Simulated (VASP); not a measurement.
Runs of VASP 6.6.1 on C. The structure is trigonal, space group R-3m (No. 166). The conventional cell has a = 2.456 Å, b = 2.456 Å, c = 10.041 Å, α = 90.00°, β = 90.00°, γ = 120.00°. Within 1.9 Å of C (site symmetry 3m) lie 3 C at 1.42 Å. 

| k mesh | smearing | gap on the mesh (eV) | pressure (GPa) | largest force (eV/Å) |
| --- | --- | --- | --- | --- |
| 11 × 11 × 11 | gaussian 0.1 eV | 0.96 | 4.8 | 0.87 |
| 6 × 6 × 6 | gaussian 0.1 eV | 0.75 | 4.7 | (a) |
| 11 × 11 × 11 | fermi-dirac 0.003 eV | 0.96 | 4.8 | 0.87 |
| 11 × 11 × 11 | gaussian 0.01 eV | 0.96 | 4.8 | 0.87 |

Alike in all rows: task single point; level PBE; potentials or basis VASP PAW PBE potentials, release 64 (C); no spin polarisation; cell as given; cutoff (eV) 520.

Estimate the missing entries.

(a) 0.79.

Caveats: some runs use coarse meshes.

A k mesh can miss the band edges.
